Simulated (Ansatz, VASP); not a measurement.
**KHf3O2 in VASP and in Ansatz**

Contents of INCAR:

```
SYSTEM = KHf3O2
PREC = Accurate ; ENCUT = 520
EDIFF = 1E-7 ; ISMEAR = 0
SIGMA = 0.1 ; LREAL = .FALSE.
LASPH = .TRUE. ; NELM = 60
ALGO = Normal ; ISIF = 2
LWAVE = .FALSE. ; LCHARG = .FALSE.
GGA = PE ; NBANDS = 34
```

Contents of KPOINTS:

```
regular mesh
0
G
  6 6 2
  0 0 0
```

Contents of POSCAR:

```
KHf3O2
1.0
    3.5065944800      0.0000000000      0.0000000000
    0.0000000000      3.5065944800      0.0000000000
    0.0000000000      0.0000000000     11.1036794500
K Hf O
1 3 2
Direct
    0.0000000000      0.0000000000      0.0000000000
    0.5000000000      0.5000000000      0.1787200000
    0.5000000000      0.5000000000      0.5000000000
    0.5000000000      0.5000000000      0.8212800000
    0.0000000000      0.0000000000      0.3334420000
    0.0000000000      0.0000000000      0.6665580000
```

Input for Ansatz:

```yaml
crystal:
  lattice:
    - [3.50659448, 0.0, 0.0]
    - [0.0, 3.50659448, 0.0]
    - [0.0, 0.0, 11.10367945]
  atoms:
    - { symbol: K, position: [0.0, 0.0, 0.0] }
    - { symbol: Hf, position: [0.5, 0.5, 0.17872] }
    - { symbol: Hf, position: [0.5, 0.5, 0.5] }
    - { symbol: Hf, position: [0.5, 0.5, 0.82128] }
    - { symbol: O, position: [0.0, 0.0, 0.333442] }
    - { symbol: O, position: [0.0, 0.0, 0.666558] }
basis:
  ecutwfc: 420
kpoints:
  mp_grid: { grid: [6, 6, 2] }
hamiltonian:
  xc: pbe
scf:
  occupations: { method: gaussian, width: 0.1 }
  lower_state_search: "off"
output:
  forces: true
  stress: true
  eigenvalues: true
```

Change from the starting cell: species swapped into the Pr3MgAl2 type (P4/mmm, No. 123).

Alike in both runs: task single point; functional PBE; k mesh 6 × 6 × 2; occupations gaussian, width 0.1 eV; no spin polarisation.

|  | VASP | Ansatz |
| --- | --- | --- |
| version | VASP 6.6.1 | Ansatz 0.2.0 |
| potentials or method | VASP PAW PBE potentials, release 64 (K_sv, Hf_pv, O), cutoff 520 eV | scalar-relativistic, plane waves, PAW |
| valence electrons in the cell | 51 | 99 |

|  | VASP | Ansatz | Ansatz less VASP |
| --- | --- | --- | --- |
| gap on the k mesh at the Fermi level (eV) | none | none | - |
| pressure (GPa) | -14.6 | -14.3 | +0.25 |
| traceless stress, the component that is largest in VASP (GPa) | 1.06 | 1.08 | +0.028 |
| rms of the force components (eV/Å) | 0.921 | 0.915 | -0.0057 |

Atom by atom the forces differ by 0.006 eV/Å (rms over components). A gap of «none» marks a metal or a gap that the smearing closes. With one functional, cell and mesh, what is left measures potentials, basis and numerics. VASP's potentials hold 51 valence electrons a cell and Ansatz's 99, so a difference there can come from the potentials and not from the codes.

Neither program's run includes spin-orbit coupling.
